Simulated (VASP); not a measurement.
# MnPt (P4/mmm) in VASP: single point with LDA

Aim: the single point of MnPt with LDA.

All numbers are computed with VASP 6.6.1; they aren't measurements. Logs are shortened: lines on timing, memory, paths and dates and some standing lists are left out, and cuts for length are marked.

## (1) The cell of the first run

It takes space group P4/mmm (No. 123, tetragonal). The conventional cell has a = 2.734 Å, b = 2.734 Å, c = 3.603 Å, α = 90.00°, β = 90.00°, γ = 90.00°. Within 3.5 Å of Mn (site symmetry 4/mmm) lie 8 Pt at 2.64 Å and 4 Mn at 2.73 Å. Within 3.5 Å of Pt (site symmetry 4/mmm) lie 8 Mn at 2.64 Å and 4 Pt at 2.73 Å.

## (2) Single point, LDA, collinear spin, ferromagnetic start

INCAR

```
PREC = Accurate ; ENCUT = 520
EDIFF = 1E-6 ; ISMEAR = 0
SIGMA = 0.1 ; LREAL = F
LASPH = T ; NELM = 150
ALGO = Normal ; ISIF = 2
LWAVE = F ; LCHARG = F
ISPIN = 2 ; MAGMOM = 4.26 0.47
LORBIT = 11 ; LMAXMIX = 4
GGA = CA ; NBANDS = 22
```

KPOINTS

```
regular mesh
0
Gamma
  14 14 12
```

POSCAR

```
MnPt
1.0
    2.7337167370      0.0000000000      0.0000000000
    0.0000000000      2.7337167370      0.0000000000
    0.0000000000      0.0000000000      3.6030029306
Mn Pt
1 1
Direct
    0.0000000000      0.0000000000      0.0000000000
    0.5000000000      0.5000000000      0.5000000000
```

Potentials or basis: VASP PAW LDA potentials, release 64 (Mn_pv, Pt).

The run is started by

```sh
> cat potpaw_LDA.64/Mn_pv/POTCAR potpaw_LDA.64/Pt/POTCAR > POTCAR
> mpirun -np 1 vasp_std > vasp.out
```

OUTCAR:

```text
PREC = Accurate
   ENCUT = 520
   EDIFF = 1E-6
   ISMEAR = 0
   LREAL = F
   LASPH = T
   NELM = 150
   ISIF = 2
   ISPIN = 2
   LORBIT = 11
   GGA = CA

 ion  position               nearest neighbor table
   1  0.000  0.000  0.000-   2 2.64   2 2.64   2 2.64   2 2.64   2 2.64   2 2.64   2 2.64   2 2.64

   2  0.500  0.500  0.500-   1 2.64   1 2.64   1 2.64   1 2.64   1 2.64   1 2.64   1 2.64   1 2.64

  LATTYP: Found a simple tetragonal cell.
 ALAT       =     2.7337167370
 C/A-ratio  =     1.3179869303

  Lattice vectors:

 A1 = (   2.7337167370,   0.0000000000,   0.0000000000)
 A2 = (   0.0000000000,   2.7337167370,   0.0000000000)
 A3 = (   0.0000000000,   0.0000000000,   3.6030029306)

Analysis of symmetry for initial positions (statically):
=====================================================================
 Subroutine PRICEL returns:
 Original cell was already a primitive cell.

 Routine SETGRP: Setting up the symmetry group for a
 simple tetragonal supercell.

 Subroutine GETGRP returns: Found 16 space group operations
 (whereof 16 operations were pure point group operations)
 out of a pool of 16 trial point group operations.

The static configuration has the point symmetry D_4h.

Analysis of symmetry for dynamics (positions and initial velocities):
=====================================================================
 Subroutine PRICEL returns:
 Original cell was already a primitive cell.

 Routine SETGRP: Setting up the symmetry group for a
 simple tetragonal supercell.

 Subroutine GETGRP returns: Found 16 space group operations
 (whereof 16 operations were pure point group operations)
 out of a pool of 16 trial point group operations.

The dynamic configuration has the point symmetry D_4h.

Analysis of structural, dynamic, and magnetic symmetry:
=====================================================================
 Subroutine PRICEL returns:
 Original cell was already a primitive cell.

 Routine SETGRP: Setting up the symmetry group for a
 simple tetragonal supercell.

 Subroutine GETGRP returns: Found 16 space group operations
 (whereof 16 operations were pure point group operations)
 out of a pool of 16 trial point group operations.

The overall configuration has the point symmetry D_4h.

 Subroutine INISYM returns: Found 16 space group operations
 (whereof 16 operations are pure point group operations),
 and found     1 'primitive' translations

----------------------------------------------------------------------------------------

                                     Primitive cell
[... 108 lines left out ...]
   IALGO  =     38    algorithm
   IMIX   =      4    mixing-type and parameters
     AMIX     =   0.40;   BMIX     =  1.00
     AMIX_MAG =   1.60;   BMIX_MAG =  1.00
  volume/ion in A,a.u.               =      13.46        90.85
  Fermi-wavevector in a.u.,A,eV,Ry     =   1.553317  2.935344 32.828072  2.412795
  Thomas-Fermi vector in A             =   2.657566
   LORBIT       =     11    0 simple, 1 ext, 2 COOP (PROOUT), +10 PAW based schemes
   GGA     = CA    functional components
   LHFCALC =     F    Hartree Fock is set to
   AEXX    =    0.0000 exact exchange contribution
   IVDW    =     0    specifies the selected vdW correction
   LEPSILON=     F    determine dielectric tensor
   LRPA    =     F    only Hartree local field effects (RPA)
 spin polarized calculation
 Gauss-broadening in eV      SIGMA  =   0.10
  energy-cutoff  :      520.00
  volume of cell :       26.93
 maximum number of plane-waves:       739
   NGX = 11   NGY = 11   NGZ = 13

 number of electron      22.9999988 magnetization       3.0790019

 Free energy of the ion-electron system (eV)
  ---------------------------------------------------
  ext. energy  EPLUGINS =         0.00000000
  ---------------------------------------------------
  free energy    TOTEN  =       -17.69898145 eV

  energy without entropy =      -17.68264729  energy(sigma->0) =      -17.69081437

 E-fermi :  10.6058     XC(G=0): -13.6942

 val. band max:       10.6050347957   @ k =   0.5000   0.2143   0.3333
 cond. band min:      10.6064780823   @ k =   0.5000   0.0714   0.3333
 fundamental gap:      0.0014432867
 Fermi energy:        10.6057969279

 spin component 1

 k-point     1 :       0.0000    0.0000    0.0000
  band No.  band energies     occupation
      1     -38.2551      1.00000
      2     -38.0390      1.00000
      3     -38.0390      1.00000
      4       0.7506      1.00000
      5       4.0117      1.00000
      6       4.0844      1.00000
[... 589 lines left out ...]
     21      27.4007      0.00000
     22      31.6870      0.00000

 [... further k-points ...]

 spin component 2

 k-point     1 :       0.0000    0.0000    0.0000
  band No.  band energies     occupation
      1     -35.4759      1.00000
      2     -35.2927      1.00000
      3     -35.2927      1.00000
      4       1.0479      1.00000
      5       4.3895      1.00000
      6       4.4888      1.00000
[... 589 lines left out ...]
     21      27.9134      0.00000
     22      32.1087      0.00000

 [... further k-points ...]
[... 5 lines left out ...]
  --------------------------------------------------------------------------------------
  -------------------------------------------------------------------------------------
  Total       -0.7421348     -0.7421348     -0.2076883      0.0000000      0.0000000      0.0000000
  in kB      -44.1592542    -44.1592542    -12.3580787      0.0000000      0.0000000      0.0000000
  external PRESSURE =     -33.5588624 kB  Pullay stress =       0.0000000 kB

 VOLUME and BASIS-vectors are now :
 -----------------------------------------------------------------------------
  energy-cutoff  :      520.00
  volume of cell :       26.93
      direct lattice vectors                 reciprocal lattice vectors
     2.733716737  0.000000000  0.000000000     0.365802348  0.000000000  0.000000000
     0.000000000  2.733716737  0.000000000     0.000000000  0.365802348  0.000000000
     0.000000000  0.000000000  3.603002931     0.000000000  0.000000000  0.277546263

 POSITION                                       TOTAL-FORCE (eV/Angst)
 -----------------------------------------------------------------------------------
      0.00000      0.00000      0.00000         0.000000      0.000000      0.000000
      1.36686      1.36686      1.80150         0.000000      0.000000      0.000000
 -----------------------------------------------------------------------------------
    total drift:                               -0.000000      0.000000      0.000000

  FREE ENERGIE OF THE ION-ELECTRON SYSTEM (eV)
  ---------------------------------------------------
  free  energy   TOTEN  =       -17.6989814511 eV

  energy  without entropy=      -17.6826472869  energy(sigma->0) =      -17.69081437

 total charge

# of ion       s       p       d       tot
------------------------------------------
    1        0.333   6.299   5.065  11.696
    2        0.747   0.721   8.045   9.513
--------------------------------------------------
tot          1.080   7.020  13.110  21.209

 magnetization (x)

# of ion       s       p       d       tot
------------------------------------------
    1        0.006   0.012   2.769   2.787
    2       -0.025  -0.033   0.244   0.187
--------------------------------------------------
tot         -0.019  -0.020   3.013   2.974
```

stdout:

```text
POSCAR found type information on POSCAR MnPt
 POSCAR found :  2 types and       2 ions
 scaLAPACK will be used
 LDA part: xc-table for (Slater(with rela. corr.)+CA(PZ))
 , standard interpolation
 POSCAR, INCAR and KPOINTS ok, starting setup
 FFT: planning ... GRIDC
 FFT: planning ... GRID_SOFT
 FFT: planning ... GRID
 WAVECAR not read
 entering main loop
```

It took 5.9 min on 1 thread of Intel Xeon Platinum 8259CL at 2.50GHz (Skylake/Cascade Lake), shared host; peak memory 0.32 GiB.

Results:

| Property | Result |
| --- | --- |
| Free energy | -17.6990 eV |
| Pressure | -3.4 GPa |
| Net moment | 3.08 μB per cell |
| Site moments | Mn +2.79; Pt +0.19 μB |
| Valence electrons inside the program's atomic spheres | Mn 11.70; Pt 9.51 |

Levels at points of the mesh, in eV from the Fermi level:
Spin up:
```tsv
k point	band 11	band 12	band 13	band 14	band 15	band 16
(0.00, 0.00, 0.00)	-0.99	-0.02	0.38	0.38	2.88	11.26
(0.50, 0.00, 0.00)	-1.96	-1.55	-1.10	1.14	1.76	11.50
(0.50, 0.50, 0.00)	0.23	0.54	0.54	1.39	1.39	7.73
(0.00, 0.00, 0.50)	-1.56	-1.36	-1.36	-1.17	-0.68	16.01
(0.50, 0.00, 0.50)	-0.56	-0.19	-0.14	0.14	0.22	5.14
(0.50, 0.50, 0.50)	-1.18	0.05	0.24	7.27	7.27	7.99
```
Spin down:
```tsv
k point	band 7	band 8	band 9	band 10	band 11	band 12	band 13	band 14
(0.00, 0.00, 0.00)	-2.78	-2.78	-1.24	-0.28	1.07	2.20	2.26	2.26
(0.50, 0.00, 0.00)	-3.46	-2.88	-1.84	-0.90	-0.65	0.80	1.21	2.00
(0.50, 0.50, 0.00)	-5.24	0.44	1.31	1.77	1.77	2.26	2.39	2.39
(0.00, 0.00, 0.50)	-2.54	-2.38	-2.38	-1.08	-1.03	0.75	0.86	0.86
(0.50, 0.00, 0.50)	-2.88	-2.79	-0.33	-0.14	0.07	0.77	2.13	2.16
(0.50, 0.50, 0.50)	-1.97	-1.74	-1.31	-1.31	0.45	1.39	2.62	8.12
```

Caveat: spin-orbit coupling is left out, which moves the levels of the heavy elements.
